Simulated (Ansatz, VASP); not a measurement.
## Al3GaAs4 in VASP and in Ansatz

File INCAR:

```
SYSTEM = Al3GaAs4
PREC     = Accurate       ! precision mode
ENCUT    = 600            ! plane-wave cutoff, eV
EDIFF    = 1E-7           ! SCF threshold, eV
ISMEAR   = 0              ! smearing method
SIGMA    = 0.02           ! smearing width, eV
LREAL    = .FALSE.        ! projectors in reciprocal space
LASPH    = .TRUE.         ! aspherical terms in the spheres
NELM     = 100            ! most SCF steps
ALGO     = Normal         ! electronic algorithm
ISIF     = 3              ! what is computed and relaxed
LWAVE    = .FALSE.        ! write WAVECAR
LCHARG   = .FALSE.        ! write CHGCAR
GGA      = PE             ! functional
IBRION   = 2              ! ionic algorithm
NSW      = 100            ! ionic steps
EDIFFG   = -0.01          ! ionic threshold
```

The input KPOINTS:

```
regular mesh
0
G
  6 6 6
  0 0 0
```

File POSCAR:

```
Al3GaAs4
1.0
    5.7327688000      0.0000000000      0.0000000000
    0.0000000000      5.7327688000      0.0000000000
    0.0000000000      0.0000000000      5.7327688000
Al Ga As
3 1 4
Direct
    0.0000000000      0.5000000000      0.5000000000
    0.5000000000      0.5000000000      0.0000000000
    0.5000000000      0.0000000000      0.5000000000
    0.0000000000      0.0000000000      0.0000000000
    0.7491210000      0.7491210000      0.2508790000
    0.7491210000      0.2508790000      0.7491210000
    0.2508790000      0.7491210000      0.7491210000
    0.2508790000      0.2508790000      0.2508790000
```

Input for Ansatz:

```yaml
crystal:
  lattice:
    - [5.7327688, 0.0, 0.0]
    - [0.0, 5.7327688, 0.0]
    - [0.0, 0.0, 5.7327688]
  atoms:
    - { symbol: Al, position: [0.0, 0.5, 0.5] }
    - { symbol: Al, position: [0.5, 0.5, 0.0] }
    - { symbol: Al, position: [0.5, 0.0, 0.5] }
    - { symbol: Ga, position: [0.0, 0.0, 0.0] }
    - { symbol: As, position: [0.749121, 0.749121, 0.250879] }
    - { symbol: As, position: [0.749121, 0.250879, 0.749121] }
    - { symbol: As, position: [0.250879, 0.749121, 0.749121] }
    - { symbol: As, position: [0.250879, 0.250879, 0.250879] }
basis:
  ecutwfc: 420
kpoints:
  mp_grid: { grid: [6, 6, 6] }
hamiltonian:
  xc: pbe
scf:
  occupations: { method: gaussian, width: 0.02 }
output:
  forces: true
  stress: true
  eigenvalues: true
  write_density: true
  write_potential: true
  elf: true
  volumetric_format: npy
relax:
  adjacent_minimum: "off"
  f_tol: 0.01
  max_steps: 80
  cell: { stress_tol: 0.05 }
```

Change from the starting cell: relaxed end of: species swapped into the Zn3CdSe4 type (P-43m, No. 215).

Alike in both runs: task relaxation of cell and atoms; functional PBE; k mesh 6 × 6 × 6; occupations gaussian, width 0.02 eV; no spin polarisation.

|  | VASP | Ansatz |
| --- | --- | --- |
| version | VASP 6.6.1 | Ansatz 0.2.0 |
| potentials or method | VASP PAW PBE potentials, release 64 (Al, Ga_d, As), cutoff 600 eV | scalar-relativistic, plane waves, PAW |
| valence electrons in the cell | 42 | 82 |

```tsv
	VASP	Ansatz	Ansatz less VASP
gap on the k mesh at the Fermi level, each at its own relaxed structure (eV)	1.02	1.03	+0.016
relaxed volume (Å³/atom)	23.63	23.55	-0.083
relaxed cell length with the largest relative difference (Å)	5.740	5.733	-0.0068
```

VASP's potentials hold 42 valence electrons a cell and Ansatz's 82, so a difference there can come from the potentials and not from the codes.
